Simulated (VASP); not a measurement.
Si5Mo:

```xyz
6
Lattice="8.3572 0.0000 0.0000 -4.1786 7.2376 0.0000 0.0000 0.0000 2.3359" Properties=species:S:1:pos:R:3 pbc="T T T"
Si    4.1786    0.0000    0.0000
Si   -2.0893    3.6188    0.0000
Si    2.0893    3.6188    0.0000
Si    0.0000    4.8251    0.0000
Si    4.1786    2.4125    0.0000
Mo    0.0000    0.0000    1.1679
```

The cell was generated, and may not be a known phase.

```yaml
Program: VASP 6.6.1
Task: relaxation of cell and atoms
Functional: PBE
Potentials_or_basis: VASP PAW PBE potentials, release 64 (Si, Mo_sv)
Cutoff: 600 eV
k_mesh: 3 × 3 × 8
Occupations: gaussian, width 0.1 eV
Spin: no spin polarisation
```

At the start: pressure 1.3 GPa; volume 23.55 Å³/atom.

Problem. How do energy, volume and symmetry change on relaxing?

Solution. Over 5 steps the energy falls by 22.9 meV/atom and the volume is 23.36 Å³/atom (-0.8 %); space group P6/mmm (No. 191, to 0.1 Å) before and after.

Step by step:
```tsv
step	energy change (eV)	largest force (eV/Å)	pressure (GPa)	volume (Å³)
1	0.0000	0.0000	1.28	141.29
2	-0.0114	0.0000	-2.89	144.89
3	-0.1254	0.0000	-1.16	143.14
4	-0.1254	0.0000	-1.12	143.10
5	-0.1376	0.0000	-0.05	140.16
```

Final structure:
```cif
data_structure
_symmetry_space_group_name_H-M 'P 1'
_symmetry_Int_Tables_number 1
_cell_length_a 8.2120
_cell_length_b 8.2120
_cell_length_c 2.3999
_cell_angle_alpha 90.000
_cell_angle_beta 90.000
_cell_angle_gamma 120.000
_cell_volume 140.16
loop_
_atom_site_label
_atom_site_type_symbol
_atom_site_fract_x
_atom_site_fract_y
_atom_site_fract_z
_atom_site_occupancy
Si1 Si 0.50000 0.00000 0.00000 1
Si2 Si 0.00000 0.50000 0.00000 1
Si3 Si 0.50000 0.50000 0.00000 1
Si4 Si 0.33333 0.66667 0.00000 1
Si5 Si 0.66667 0.33333 0.00000 1
Mo1 Mo 0.00000 0.00000 0.50000 1
```
